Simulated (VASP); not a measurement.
# Si3Ge (P-4m2) in VASP: a series of runs

Si3Ge is run at these levels: PBE; tasks: relaxation of cell and atoms, relaxation of shape and atoms at fixed volume.

Everything below comes from runs of VASP 6.6.1. Logs are shortened: lines on timing, memory, paths and dates and some standing lists are left out, and cuts for length are marked.

### 1 The cell of the first run

Symmetry: P-4m2, No. 115, tetragonal system. Conventional cell: a = 3.916 Å, b = 3.916 Å, c = 5.521 Å, α = 90.00°, β = 90.00°, γ = 90.00°. Si (site symmetry -4m2) has 4 Si at 2.38 Å within 3.1 Å. Si (site symmetry 2mm) has 2 Si at 2.38 Å and 2 Ge at 2.41 Å within 3.1 Å. Ge (site symmetry -4m2) has 4 Si at 2.41 Å within 3.2 Å.

### 2 Relaxation of cell and atoms, PBE

Input file INCAR:

```
ALGO     = Normal         # electronic algorithm
EDIFF    = 1E-7           # SCF threshold, eV
EDIFFG   = -0.01          # ionic threshold
ENCUT    = 600            # plane-wave cutoff, eV
GGA      = PE             # functional
IBRION   = 2              # ionic algorithm
ISIF     = 3              # what is computed and relaxed
ISMEAR   = 0              # smearing method
LASPH    = True           # aspherical terms in the spheres
LCHARG   = False          # write CHGCAR
LREAL    = False          # projectors in reciprocal space
LWAVE    = False          # write WAVECAR
NELM     = 80             # most SCF steps
NSW      = 100            # ionic steps
PREC     = Accurate       # precision mode
SIGMA    = 0.02           # smearing width, eV
```

Input file KPOINTS:

```
k-points
0
Gamma
  10 10 6
```

Input file POSCAR:

```
Si3Ge
1.0
    3.9157765023      0.0000000000      0.0000000000
    0.0000000000      3.9157765023      0.0000000000
    0.0000000000      0.0000000000      5.5214466103
Si Ge
3 1
Direct
    0.5000000000      0.5000000000      0.0000000000
    0.0000000000      0.5000000000      0.7559145929
    0.5000000000      0.0000000000      0.2440854071
    0.0000000000      0.0000000000      0.5000000000
```

Potentials or basis: VASP PAW PBE potentials, release 64 (Si, Ge_d).

The run is started by

```console
$ cat potpaw_PBE.64/Si/POTCAR potpaw_PBE.64/Ge_d/POTCAR > POTCAR
$ mpirun -np 1 vasp_std > vasp.out
```

OUTCAR:

```text
EDIFF = 1E-7
   EDIFFG = -0.01
   ENCUT = 600
   GGA = PE
   IBRION = 2
   ISIF = 3
   ISMEAR = 0
   LASPH = True
   LREAL = False
   NELM = 80
   NSW = 100
   PREC = Accurate

 ion  position               nearest neighbor table
   1  0.500  0.500  0.000-   2 2.38   3 2.38   3 2.38   2 2.38
   2  0.000  0.500  0.756-   1 2.38   1 2.38   4 2.41   4 2.41
   3  0.500  0.000  0.244-   1 2.38   1 2.38   4 2.41   4 2.41
   4  0.000  0.000  0.500-   2 2.41   3 2.41   2 2.41   3 2.41

  LATTYP: Found a simple tetragonal cell.
 ALAT       =     3.9157765023
 C/A-ratio  =     1.4100515203

  Lattice vectors:

 A1 = (   3.9157765023,   0.0000000000,   0.0000000000)
 A2 = (   0.0000000000,   3.9157765023,   0.0000000000)
 A3 = (   0.0000000000,   0.0000000000,   5.5214466103)

Analysis of symmetry for initial positions (statically):
=====================================================================
 Subroutine PRICEL returns:
 Original cell was already a primitive cell.

 Routine SETGRP: Setting up the symmetry group for a
 simple tetragonal supercell.

 Subroutine GETGRP returns: Found  8 space group operations
 (whereof  8 operations were pure point group operations)
 out of a pool of 16 trial point group operations.

The static configuration has the point symmetry D_2d.

Analysis of symmetry for dynamics (positions and initial velocities):
=====================================================================
 Subroutine PRICEL returns:
 Original cell was already a primitive cell.

 Routine SETGRP: Setting up the symmetry group for a
 simple tetragonal supercell.

 Subroutine GETGRP returns: Found  8 space group operations
 (whereof  8 operations were pure point group operations)
 out of a pool of 16 trial point group operations.

The dynamic configuration has the point symmetry D_2d.

 Subroutine INISYM returns: Found  8 space group operations
 (whereof  8 operations are pure point group operations),
 and found     1 'primitive' translations

----------------------------------------------------------------------------------------

                                     Primitive cell

  volume of cell :      84.6620

  direct lattice vectors                    reciprocal lattice vectors
     3.915776502  0.000000000  0.000000000     0.255377190  0.000000000  0.000000000
     0.000000000  3.915776502  0.000000000     0.000000000  0.255377190  0.000000000
     0.000000000  0.000000000  5.521446610     0.000000000  0.000000000  0.181111957

  length of vectors
     3.915776502  3.915776502  5.521446610     0.255377190  0.255377190  0.181111957

  position of ions in fractional coordinates (direct lattice)
     0.500000000  0.500000000  0.000000000
     0.000000000  0.500000000  0.755914593
     0.500000000  0.000000000  0.244085407
     0.000000000  0.000000000  0.500000000

  ion indices of the primitive-cell ions
   primitive index   ion index
                 1           1
                 2           2
                 3           3
                 4           4

----------------------------------------------------------------------------------------

 KPOINTS: k-points

Automatic generation of k-mesh.
 Grid dimensions read from file:
 generate k-points for:   10   10    6

 Generating k-lattice:

  Cartesian coordinates                     Fractional coordinates (reciprocal lattice)
     0.025537719  0.000000000  0.000000000     0.100000000  0.000000000  0.000000000
     0.000000000  0.025537719  0.000000000     0.000000000  0.100000000  0.000000000
     0.000000000  0.000000000  0.030185326     0.000000000  0.000000000  0.166666667

  Length of vectors
     0.025537719  0.025537719  0.030185326

  Shift w.r.t. Gamma in fractional coordinates (k-lattice)
     0.000000000  0.000000000  0.000000000

 Subroutine IBZKPT returns following result:
 ===========================================

 Found     84 irreducible k-points:

 Following reciprocal coordinates:
            Coordinates               Weight
  0.000000  0.000000  0.000000      1.000000
  0.100000  0.000000  0.000000      4.000000
  0.200000  0.000000  0.000000      4.000000
  0.300000  0.000000  0.000000      4.000000
  0.400000  0.000000  0.000000      4.000000
  0.500000  0.000000  0.000000      2.000000
[... 16 lines left out ...]
  0.100000  0.000000  0.166667      8.000000
  0.200000  0.000000  0.166667      8.000000
 [... further k-points ...]
   k-points           NKPTS =     84   k-points in BZ     NKDIM =     84   number of bands    NBANDS=     17
   number of dos      NEDOS =    301   number of ions     NIONS =      4
   total plane-waves  NPLWV =  49152
   dimension x,y,z NGX =    32 NGY =   32 NGZ =   48
   dimension x,y,z NGXF=    64 NGYF=   64 NGZF=   96
   ions per type =               3   1
   NGX,Y,Z   is equivalent  to a cutoff of  13.59, 13.59, 14.45 a.u.
   NGXF,Y,Z  is equivalent  to a cutoff of  27.17, 27.17, 28.90 a.u.
 SYSTEM =  unknown system
   PREC   = accura    normal or accurate (medium, high low for compatibility)
   ISTART =      0    job   : 0-new  1-cont  2-samecut
   ICHARG =      2    charge: 1-file 2-atom 10-const
   ISPIN  =      1    spin polarized calculation?
   LNONCOLLINEAR =      F non collinear calculations
   LSORBIT =      F    spin-orbit coupling
   LASPH  =      T    aspherical Exc in radial PAW
   ENCUT  =  600.0 eV  44.10 Ry    6.64 a.u.   7.82  7.82 11.03*2*pi/ulx,y,z
   NELM   =     80;   NELMIN=  2; NELMDL= -5     # of ELM steps
   EDIFF  = 0.1E-06   stopping-criterion for ELM
   LREAL  =      F    real-space projection
   EDIFFG = -.1E-01   stopping-criterion for IOM
   NSW    =    100    number of steps for IOM
   IBRION =      2    ionic relax: 0-MD 1-quasi-New 2-CG
   NFREE  =      1    steps in history (QN), initial steepest desc. (CG)
   ISIF   =      3    stress and relaxation
   ISYM   =      2    0-nonsym 1-usesym 2-fastsym
   POTIM  = 0.5000    time-step for ionic-motion
   TEBEG  =    0.0;   TEEND  =   0.0 temperature during run
   PSTRESS=    0.0 pullay stress
   NELECT =      26.0000    total number of electrons
   NUPDOWN=      -1.0000    fix difference up-down
   EMIN   =  10.00;   EMAX   =-10.00  energy-range for DOS
   EFERMI =   0.00;   METHOD = LEGACY
   ISMEAR =     0;   SIGMA  =   0.02  broadening in eV -4-tet -1-fermi 0-gaus
   EFERMI_NEDOS =   21; number of points for ismear=-14 and -15
   IALGO  =     38    algorithm
   IMIX   =      4    mixing-type and parameters
     AMIX     =   0.40;   BMIX     =  1.00
     AMIX_MAG =   1.60;   BMIX_MAG =  1.00
  volume/ion in A,a.u.               =      21.17       142.83
  Fermi-wavevector in a.u.,A,eV,Ry     =   1.104510  2.087222 16.598329  1.219943
  Thomas-Fermi vector in A             =   2.240984
   LORBIT       =      0    0 simple, 1 ext, 2 COOP (PROOUT), +10 PAW based schemes
   GGA     = PE    functional components
   LHFCALC =     F    Hartree Fock is set to
   AEXX    =    0.0000 exact exchange contribution
   IVDW    =     0    specifies the selected vdW correction
   LEPSILON=     F    determine dielectric tensor
   LRPA    =     F    only Hartree local field effects (RPA)
 conjugate gradient relaxation of ions
 non-spin polarized calculation
 Gauss-broadening in eV      SIGMA  =   0.02
  energy-cutoff  :      600.00
  volume of cell :       84.66
 maximum number of plane-waves:      2848
 NGX is ok and might be reduce to    32
   NGX = 15   NGY = 15   NGZ = 23

--------------------------------------- Ionic step        1  -------------------------------------------

 number of electron      26.0000011 magnetization

 Free energy of the ion-electron system (eV)
  ---------------------------------------------------
  ext. energy  EPLUGINS =         0.00000000
  ---------------------------------------------------
  free energy    TOTEN  =       -20.73555934 eV

  energy without entropy =      -20.73555934  energy(sigma->0) =      -20.73555934

------------------------ aborting loop because EDIFF is reached ----------------------------------------

  FORCE on cell =-STRESS in cart. coord.  units (eV):
  Direction    XX          YY          ZZ          XY          YZ          ZX
  --------------------------------------------------------------------------------------
  -------------------------------------------------------------------------------------
  Total       -0.0736325     -0.0736325      0.0602408      0.0000000      0.0000000      0.0000000
  in kB       -1.3934499     -1.3934499      1.1400211      0.0000000      0.0000000      0.0000000
  external PRESSURE =      -0.5489596 kB  Pullay stress =       0.0000000 kB

 VOLUME and BASIS-vectors are now :
 -----------------------------------------------------------------------------
  energy-cutoff  :      600.00
  volume of cell :       84.66
      direct lattice vectors                 reciprocal lattice vectors
     3.915776502  0.000000000  0.000000000     0.255377190  0.000000000  0.000000000
     0.000000000  3.915776502  0.000000000     0.000000000  0.255377190  0.000000000
     0.000000000  0.000000000  5.521446610     0.000000000  0.000000000  0.181111957
[... 77 lines left out ...]
 POSITION                                       TOTAL-FORCE (eV/Angst)
 -----------------------------------------------------------------------------------
      1.95563      1.95563      0.00000        -0.000000      0.000000      0.000000
      0.00000      1.95563      4.17745        -0.000000     -0.000000     -0.001058
      1.95563      0.00000      1.34920         0.000000      0.000000      0.001058
      0.00000      0.00000      2.76332        -0.000000      0.000000      0.000000
 -----------------------------------------------------------------------------------
    total drift:                               -0.000000     -0.000000     -0.000000

  FREE ENERGIE OF THE ION-ELECTRON SYSTEM (eV)
  ---------------------------------------------------
  free  energy   TOTEN  =       -20.7356812753 eV

  energy  without entropy=      -20.7356812753  energy(sigma->0) =      -20.73568128

--------------------------------------- Ionic step        4  -------------------------------------------

 number of electron      26.0000012 magnetization

 Free energy of the ion-electron system (eV)
  ---------------------------------------------------
  ext. energy  EPLUGINS =         0.00000000
  ---------------------------------------------------
  free energy    TOTEN  =       -20.73569603 eV

  energy without entropy =      -20.73569603  energy(sigma->0) =      -20.73569603

 E-fermi :   5.5035     XC(G=0):  -9.4594

 val. band max:        5.3765434175   @ k =   0.0000   0.0000   0.0000
 cond. band min:       5.7589428002   @ k =   0.5000   0.5000   0.0000
 fundamental gap:      0.3823993827
 Fermi energy:         5.5035235023

 k-point     1 :       0.0000    0.0000    0.0000
  band No.  band energies     occupation
      1     -18.8373      2.00000
      2     -18.8275      2.00000
      3     -18.8275      2.00000
      4     -18.8074      2.00000
      5     -18.8047      2.00000
      6      -6.6553      2.00000
[... 9 lines left out ...]
     16       7.6209      0.00000
     17       7.9047      0.00000
[... 441 lines left out ...]
 k-point    24 :       0.2000    0.0000    0.1667
  band No.  band energies     occupation
      1     -18.8350      2.00000
      2     -18.8286      2.00000
      3     -18.8274      2.00000
      4     -18.8064      2.00000
      5     -18.8055      2.00000
      6      -6.2115      2.00000
[... 9 lines left out ...]
     16       8.5555      0.00000
     17       8.5808      0.00000

 [... further k-points ...]

------------------------ aborting loop because EDIFF is reached ----------------------------------------

  FORCE on cell =-STRESS in cart. coord.  units (eV):
  Direction    XX          YY          ZZ          XY          YZ          ZX
  --------------------------------------------------------------------------------------
  -------------------------------------------------------------------------------------
  Total       -0.0083989     -0.0083989     -0.0115897      0.0000000      0.0000000      0.0000000
  in kB       -0.1590151     -0.1590151     -0.2194265      0.0000000      0.0000000      0.0000000
  external PRESSURE =      -0.1791522 kB  Pullay stress =       0.0000000 kB

 VOLUME and BASIS-vectors are now :
 -----------------------------------------------------------------------------
  energy-cutoff  :      600.00
  volume of cell :       84.62
      direct lattice vectors                 reciprocal lattice vectors
     3.911443152  0.000000000  0.000000000     0.255660113  0.000000000 -0.000000000
     0.000000000  3.911443152  0.000000000     0.000000000  0.255660113  0.000000000
     0.000000000  0.000000000  5.531207314     0.000000000  0.000000000  0.180792356

 POSITION                                       TOTAL-FORCE (eV/Angst)
 -----------------------------------------------------------------------------------
      1.95572      1.95572      0.00000        -0.000000      0.000000      0.000000
      0.00000      1.95572      4.18081         0.000000      0.000000      0.000243
      1.95572      0.00000      1.35040        -0.000000     -0.000000     -0.000243
      3.91144      0.00000      2.76560         0.000000     -0.000000      0.000000
 -----------------------------------------------------------------------------------
    total drift:                                0.000000     -0.000000     -0.000000

  FREE ENERGIE OF THE ION-ELECTRON SYSTEM (eV)
  ---------------------------------------------------
  free  energy   TOTEN  =       -20.7356960344 eV

  energy  without entropy=      -20.7356960344  energy(sigma->0) =      -20.73569603

 reached required accuracy - stopping structural energy minimisation
```

Run time: 2.9 min. Hardware: 1 thread of Intel Xeon Platinum 8488C (Sapphire Rapids), shared host; peak memory 0.31 GiB.

What came out:

```
Free energy                           : -20.7357 eV
Relaxed volume                        : 21.16 Å³/atom
Relaxed cell                          : a = 3.911 Å, b = 3.911 Å, c = 5.531 Å, α = 90.00°, β = 90.00°, γ = 90.00°
Space group after relaxing (to 0.1 Å) : P-4m2 (No. 115)
Energy gained by relaxing             : 0.0 meV/atom
Ionic steps                           : 4
Pressure after relaxing               : 0.0 GPa
Band gap on the k mesh                : 0.38 eV (least direct gap 0.68 eV)
```

Step by step:
```csv
step,energy change (eV),largest force (eV/Å),pressure (GPa),volume (Å³)
1,0.0000,0.0035,-0.05,84.66
2,-0.0001,0.0017,0.03,84.57
3,-0.0001,0.0011,0.06,84.55
4,-0.0001,0.0002,-0.02,84.62
```

Final structure:
```
Si Ge
1.0
     3.91144    0.00000    0.00000
     0.00000    3.91144    0.00000
     0.00000    0.00000    5.53121
Si Ge
3 1
Direct
  0.50000 0.50000 0.00000
  0.00000 0.50000 0.75586
  0.50000 0.00000 0.24414
  0.00000 0.00000 0.50000
```

A k mesh can miss the band edges.

(Part 1 of 2 ends here.)
